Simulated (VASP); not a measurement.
# GaAs (F-43m) in VASP: further runs, part 2 of 2

VASP 6.6.1. Earlier steps stand in the parts before.

## 3. Dielectric tensor, PBE

INCAR

```
SYSTEM = GaAs
ALGO = Normal ; EDIFF = 1E-8
ENCUT = 520 ; GGA = PE
GGA_COMPAT = .False. ; ISIF = 2
ISMEAR = 0 ; LASPH = .True.
LCHARG = .False. ; LEPSILON = .True.
LREAL = .False. ; LWAVE = .False.
NELM = 120 ; PREC = Accurate
SIGMA = 0.01
```

KPOINTS

```
k-points
0
Gamma
  6 6 6
  0 0 0
```

POSCAR

```
GaAs
1.0
    0.0000000000      2.8330850794      2.8330850794
    2.8330850794      0.0000000000      2.8330850794
    2.8330850794      2.8330850794      0.0000000000
Ga As
1 1
Direct
    0.0000000000      0.0000000000      0.0000000000
    0.2500000000      0.2500000000      0.2500000000
```

Potentials or basis: VASP PAW PBE potentials, release 64 (Ga_d, As_d).

Run with:

```bash
> cat potpaw_PBE.64/Ga_d/POTCAR potpaw_PBE.64/As_d/POTCAR > POTCAR
> mpirun -np 1 vasp_std > vasp.out
```

OUTCAR:

```text
SYSTEM = GaAs
   EDIFF = 1E-8
   ENCUT = 520
   GGA = PE
   ISIF = 2
   ISMEAR = 0
   LASPH = .True.
   LEPSILON = .True.
   LREAL = .False.
   NELM = 120
   PREC = Accurate

 ion  position               nearest neighbor table
   1  0.000  0.000  0.000-   2 2.45   2 2.45   2 2.45   2 2.45
   2  0.250  0.250  0.250-   1 2.45   1 2.45   1 2.45   1 2.45

  LATTYP: Found a face centered cubic cell.
 ALAT       =     5.6661701588

  Lattice vectors:

 A1 = (   0.0000000000,   2.8330850794,   2.8330850794)
 A2 = (   2.8330850794,   0.0000000000,   2.8330850794)
 A3 = (   2.8330850794,   2.8330850794,   0.0000000000)

Analysis of symmetry for initial positions (statically):
=====================================================================
 Subroutine PRICEL returns:
 Original cell was already a primitive cell.

 Routine SETGRP: Setting up the symmetry group for a
 face centered cubic supercell.

 Subroutine GETGRP returns: Found 24 space group operations
 (whereof 24 operations were pure point group operations)
 out of a pool of 48 trial point group operations.

The static configuration has the point symmetry T_d .

Analysis of symmetry for dynamics (positions and initial velocities):
=====================================================================
 Subroutine PRICEL returns:
 Original cell was already a primitive cell.

 Routine SETGRP: Setting up the symmetry group for a
 face centered cubic supercell.

 Subroutine GETGRP returns: Found 24 space group operations
 (whereof 24 operations were pure point group operations)
 out of a pool of 48 trial point group operations.

The dynamic configuration has the point symmetry T_d .

 Subroutine INISYM returns: Found 24 space group operations
 (whereof 24 operations are pure point group operations),
 and found     1 'primitive' translations

----------------------------------------------------------------------------------------

                                     Primitive cell

  volume of cell :      45.4788

  direct lattice vectors                    reciprocal lattice vectors
     0.000000000  2.833085079  2.833085079    -0.176486052  0.176486052  0.176486052
     2.833085079  0.000000000  2.833085079     0.176486052 -0.176486052  0.176486052
     2.833085079  2.833085079  0.000000000     0.176486052  0.176486052 -0.176486052

  length of vectors
     4.006587343  4.006587343  4.006587343     0.305682808  0.305682808  0.305682808

  position of ions in fractional coordinates (direct lattice)
     0.000000000  0.000000000  0.000000000
     0.250000000  0.250000000  0.250000000

  ion indices of the primitive-cell ions
   primitive index   ion index
                 1           1
                 2           2

----------------------------------------------------------------------------------------

 KPOINTS: k-points

[... 112 lines left out ...]
      3     -32.0295      2.00000
      4     -32.0195      2.00000
      5     -32.0195      2.00000
      6     -11.7162      2.00000
[... 313 lines left out ...]
      5     -32.0188      2.00000
      6     -11.8160      2.00000
[... 10 lines left out ...]
     17      10.1767      0.00000
     18      10.4787      0.00000

  FORCE on cell =-STRESS in cart. coord.  units (eV):
  Direction    XX          YY          ZZ          XY          YZ          ZX
  --------------------------------------------------------------------------------------
  -------------------------------------------------------------------------------------
  Total        0.8119816      0.8119816      0.8119816     -0.0000000      0.0000000      0.0000000
  in kB       28.6053946     28.6053946     28.6053946     -0.0000000      0.0000000      0.0000000
  external PRESSURE =      28.6053946 kB  Pullay stress =       0.0000000 kB

 VOLUME and BASIS-vectors are now :
 -----------------------------------------------------------------------------
  energy-cutoff  :      520.00
  volume of cell :       45.48
      direct lattice vectors                 reciprocal lattice vectors
     0.000000000  2.833085079  2.833085079    -0.176486052  0.176486052  0.176486052
     2.833085079  0.000000000  2.833085079     0.176486052 -0.176486052  0.176486052
     2.833085079  2.833085079  0.000000000     0.176486052  0.176486052 -0.176486052

 POSITION                                       TOTAL-FORCE (eV/Angst)
 -----------------------------------------------------------------------------------
      0.00000      0.00000      0.00000        -0.000000      0.000000      0.000000
      1.41654      1.41654      1.41654         0.000000     -0.000000     -0.000000
 -----------------------------------------------------------------------------------
    total drift:                               -0.000000     -0.000000     -0.000000

  FREE ENERGIE OF THE ION-ELECTRON SYSTEM (eV)
  ---------------------------------------------------
  free  energy   TOTEN  =        -8.2471173080 eV

  energy  without entropy=       -8.2471173080  energy(sigma->0) =       -8.24711731

 HEAD OF MICROSCOPIC STATIC DIELECTRIC TENSOR (INDEPENDENT PARTICLE, excluding Hartree and local field effects)
 ------------------------------------------------------
          64.498481     0.000000     0.000000
           0.000000    64.498481     0.000000
           0.000000     0.000000    64.498481
 ------------------------------------------------------

 Free energy of the ion-electron system (eV)
  ---------------------------------------------------
  ---------------------------------------------------
  free energy    TOTEN  =        -8.23656530 eV

  energy without entropy =       -8.23656530

------------------------ aborting loop because EDIFF is reached ----------------------------------------

--------------------------------------- Ionic step        2  -------------------------------------------

------------------------ aborting loop because EDIFF is reached ----------------------------------------

--------------------------------------- Ionic step        3  -------------------------------------------

 Free energy of the ion-electron system (eV)
  ---------------------------------------------------
  ---------------------------------------------------
  free energy    TOTEN  =        -8.23658534 eV

  energy without entropy =       -8.23658534

------------------------ aborting loop because EDIFF is reached ----------------------------------------

 PIEZOELECTRIC TENSOR FIELD DIRECTION 3  (e Angst)
 -----------------------------------------------------------------------------
     0.00140 -4.65804  0.00000           (  0.00001 -0.00910  0.00000)
    -4.65804  0.00140  0.00000           ( -0.00910  0.00001  0.00000)
     0.00000  0.00000 -0.00434           (  0.00000  0.00000 -0.00000)

 PIEZOELECTRIC TENSOR FIELD DIRECTION 3  (C/m^2)
 -----------------------------------------------------------------------------
     0.00049 -1.64098  0.00000
    -1.64098  0.00049  0.00000
     0.00000  0.00000 -0.00153

 MACROSCOPIC STATIC DIELECTRIC TENSOR (including local field effects in DFT)
 ------------------------------------------------------
          63.958285    -0.000000    -0.000000
           0.000000    63.958285    -0.000000
           0.000000     0.000000    63.958285
 ------------------------------------------------------

 PIEZOELECTRIC TENSOR (including local field effects)  for field in x, y, z        (e  Angst)
          XX          YY          ZZ          XY          YZ          ZX
  --------------------------------------------------------------------------------
  x     0.00000    -0.00000     0.00000     0.00000    -4.67646     0.00000
  y    -0.00000     0.00000     0.00000     0.00000     0.00000    -4.67646
  z     0.00000     0.00000     0.00000    -4.67646     0.00000     0.00000

 PIEZOELECTRIC TENSOR (including local field effects)  for field in x, y, z        (C/m^2)
          XX          YY          ZZ          XY          YZ          ZX
  --------------------------------------------------------------------------------
  x     0.00000    -0.00000     0.00000     0.00000    -1.64748     0.00000
  y    -0.00000     0.00000     0.00000     0.00000     0.00000    -1.64748
  z     0.00000     0.00000     0.00000    -1.64748     0.00000     0.00000

 BORN EFFECTIVE CHARGES (including local field effects) (in |e|, cummulative output)
 ---------------------------------------------------------------------------------
 ion    1
    1     2.67286     0.00000     0.00000
    2     0.00000     2.67286     0.00000
    3    -0.00000    -0.00000     2.67286
 ion    2
    1    -2.67286    -0.00000    -0.00000
    2    -0.00000    -2.67286    -0.00000
    3     0.00000     0.00000    -2.67286
```

OSZICAR:

```text
N       E                     dE             d eps       ncg     rms          rms(c)
DAV:   1     0.156701166111E+03    0.15670E+03   -0.14556E+04   610   0.637E+03
DAV:   2     0.125239505727E+02   -0.14418E+03   -0.14109E+03   584   0.649E+02
[... 12 lines left out ...]
RMM:   9    -0.823650899060E+01   -0.68033E-04    0.19117E-05  3760   0.167E-02    0.116E-03
RMM:  10    -0.823658168014E+01   -0.72690E-04    0.11288E-05  3770   0.898E-03    0.138E-04
RMM:  11    -0.823657873317E+01    0.29470E-05    0.16026E-05  3767   0.488E-03    0.111E-04
RMM:  12    -0.823659162357E+01   -0.12890E-04   -0.69340E-06  3640   0.287E-03    0.580E-05
RMM:  13    -0.823658212270E+01    0.95009E-05    0.15729E-05  3425   0.154E-03    0.293E-05
RMM:  14    -0.823658237331E+01   -0.25061E-06    0.12404E-05  2767   0.894E-04    0.113E-05
RMM:  15    -0.823658534452E+01   -0.29712E-05    0.57148E-06  2929   0.522E-04    0.729E-06
```

stdout:

```text
POSCAR found type information on POSCAR GaAs
 POSCAR found :  2 types and       2 ions
 scaLAPACK will be used
 LDA part: xc-table for (Slater+PW92), standard interpolation
 POSCAR, INCAR and KPOINTS ok, starting setup
 FFT: planning ... GRIDC
 FFT: planning ... GRID_SOFT
 FFT: planning ... GRID
 WAVECAR not read
 entering main loop
 Linear response reoptimize wavefunctions to high precision
 Linear response G [H, r] |phi>, progress :
  Direction:   1
 Linear response G [H, r] |phi>, progress :
  Direction:   2
 Linear response G [H, r] |phi>, progress :
  Direction:   3
 Linear response to external field (no local field effect), progress :
  Direction:   1
 dielectric tensor                  component  1 :    67.504    11.373     4.295
 Linear response to external field (no local field effect), progress :
  Direction:   2
 dielectric tensor                  component  2 :    11.373    67.735    -4.469
 Linear response to external field (no local field effect), progress :
  Direction:   3
 dielectric tensor                  component  3 :     4.293    -4.468    58.257
 Linear response to external field, progress :
  Direction:   1
 dielectric tensor                  component  1 :    63.958     6.950     1.730
 Linear response to external field, progress :
  Direction:   2
 dielectric tensor                  component  2 :     6.959    63.958     1.650
 Linear response to external field, progress :
  Direction:   3
 dielectric tensor                  component  3 :     5.646     3.034    63.958
 Born effective charges drift removed
```

It took 4.7 min on 1 thread of AMD EPYC 9R14 (Zen 4), shared host; peak memory 0.22 GiB.

Results:

| Item | Value |
| --- | --- |
| Band gap on the k mesh | 0.47 eV, direct |
| Electronic dielectric tensor (diagonal) | 63.96 |
| Born charges (mean of the diagonal) | Ga +2.67; As -2.67 e |

Electronic dielectric tensor:
```
63.96  0.00  0.00
 0.00 63.96  0.00
 0.00  0.00 63.96
```

Born effective charge tensors (e):
atom 1, Ga
```
2.67 0.00 0.00
0.00 2.67 0.00
0.00 0.00 2.67
```
atom 2, As
```
-2.67  0.00  0.00
 0.00 -2.67  0.00
 0.00  0.00 -2.67
```

Caveat: the gap is small at this level, which inflates the dielectric constant. As with any semilocal functional, this PBE gap is likely too small.
